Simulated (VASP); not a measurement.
A run of VASP 6.6.1:

Contents of INCAR:

```
SYSTEM = BN
PREC     = Accurate       ! precision mode
ENCUT    = 520            ! plane-wave cutoff, eV
EDIFF    = 1E-6           ! SCF threshold, eV
ISMEAR   = 0              ! smearing method
SIGMA    = 0.01           ! smearing width, eV
LREAL    = .False.        ! projectors in reciprocal space
LASPH    = .True.         ! aspherical terms in the spheres
NELM     = 60             ! most SCF steps
ALGO     = Normal         ! electronic algorithm
ISIF     = 2              ! what is computed and relaxed
LWAVE    = .False.        ! write WAVECAR
LCHARG   = .False.        ! write CHGCAR
NBANDS   = 26             ! bands
```

KPOINTS

```
Automatic mesh
0
Gamma
  2 4 2
  0.5 0.5 0.5
```

The input POSCAR:

```
BN
1.0
    4.8800890000      0.0000000000      0.0000000000
    0.0000000000      2.5914640000      0.0000000000
    0.0000000000      0.0000000000      4.2920490000
B N
4 4
Direct
    0.6467511146      0.7332824226      0.1023618323
    0.8388728156      0.2588899556      0.5940712699
    0.1609474745      0.7410467597      0.4081849951
    0.3420693762      0.2627495501      0.8982439390
    0.8281305935      0.7537326392      0.3927182565
    0.1811145248      0.2475863064      0.6043959424
    0.6760534490      0.2552406671      0.8931629159
    0.3234680761      0.7465517561      0.1075141500
```

Potentials or basis: VASP PAW LDA potentials, release 64 (B, N).

Launch:

```console
$ cat potpaw_LDA.64/B/POTCAR potpaw_LDA.64/N/POTCAR > POTCAR
$ mpirun -np 1 vasp_std > vasp.out
```

Hardware: 1 thread of Intel(R) Xeon(R) 6975P-C (Granite Rapids) (shared host).

Task: How long does it take, and how much memory?

Result: It took 8.6 s on 1 thread of Intel(R) Xeon(R) 6975P-C (Granite Rapids), with other jobs on the host, peak memory 0.13 GiB. Counts: scf iterations 13, k points 8.
